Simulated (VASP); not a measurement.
Set up this calculation in VASP 6.6.1, as the native input.

* Task: single point
* Functional: PBEsol
* Potentials or basis: VASP PAW PBE potentials, release 64 (S, H, O, C)
* Cutoff: 520 eV
* k mesh: 1 × 1 × 1
* Occupations: fermi-dirac, width 0.02 eV
* Spin: no spin polarisation
* Dipole correction: no
* Further INCAR settings: LREAL = Auto; ALGO = Normal; EDIFF = 1e-06; NBANDS = 57

The structure of H4CSO2 lies in POSCAR:

```
H4CSO2
1.0
    6.6584340000      0.0000000000      0.0000000000
    0.0000000000      6.6584340000      0.0000000000
    0.0000000000      0.0000000000      6.6584340000
S H O C
3 12 6 3
Direct
    0.6281056477      0.9213427662      0.5757059393
    0.2070606993      0.7793574285      0.9123316383
    0.3447056770      0.4994267421      0.3927199699
    0.5390306489      0.8873107400      0.7672825172
    0.7030932499      0.7277086474      0.5584496294
    0.1401230379      0.9202313937      1.0417614712
    0.1624105608      0.9015933777      0.7558984590
    0.1590764435      0.5622493217      0.3076849602
    0.4079337574      0.3845348621      0.2423542833
   -0.1014953366      0.1469264395      0.5976780727
    0.2323819685     -0.0051964171      0.3731508039
    0.5429054339      0.6693015204      0.2729770994
    0.8902393566      0.6231345088      0.0179621815
    0.6933161761      0.1389515913      1.0485949099
    0.4714471901      0.4331498968      0.8184507048
    0.0454311029      0.1042437306      0.5750451232
   -0.0388229425      0.1037781556      0.2486470542
    0.6311844497      0.7167751456      0.1553518440
    0.9187145206      0.6196652246      0.3174770524
    0.5592456124      0.2197063153      1.0199695604
    0.7523841191      0.3261878093      0.7598182996
    0.0713230769      0.0631229505      0.3915935789
    0.8129238797      0.6579625179      0.1651739733
    0.5963264035      0.3332465261      0.8597667259
```

These files were run (other wordings do the same):

INCAR

```
ALGO = Normal
EDIFF = 1E-6
ENCUT = 520
GGA = PS
ISIF = 2
ISMEAR = -1
LASPH = True
LCHARG = False
LREAL = Auto
LWAVE = False
NBANDS = 57
NELM = 60
PREC = Accurate
SIGMA = 0.02
```

KPOINTS

```
k-points
0
Gamma
  1 1 1
```

Potentials or basis: VASP PAW PBE potentials, release 64 (S, H, O, C).

Launch:

```bash
$ cat potpaw_PBE.64/S/POTCAR potpaw_PBE.64/H/POTCAR potpaw_PBE.64/O/POTCAR potpaw_PBE.64/C/POTCAR > POTCAR
$ mpirun -np 1 vasp_gam > vasp.out
```

It gave:

The pressure is 0.6 GPa and the largest force is 3.936 eV/Å.

Caveat: the k points lie up to 0.94 Å⁻¹ apart; the PAW data sets were made with another functional, which shifts forces and pressure a little.

Wall time 62 s on 1 thread of Intel Xeon 8259CL, with other jobs on the host, peak memory 0.33 GiB.
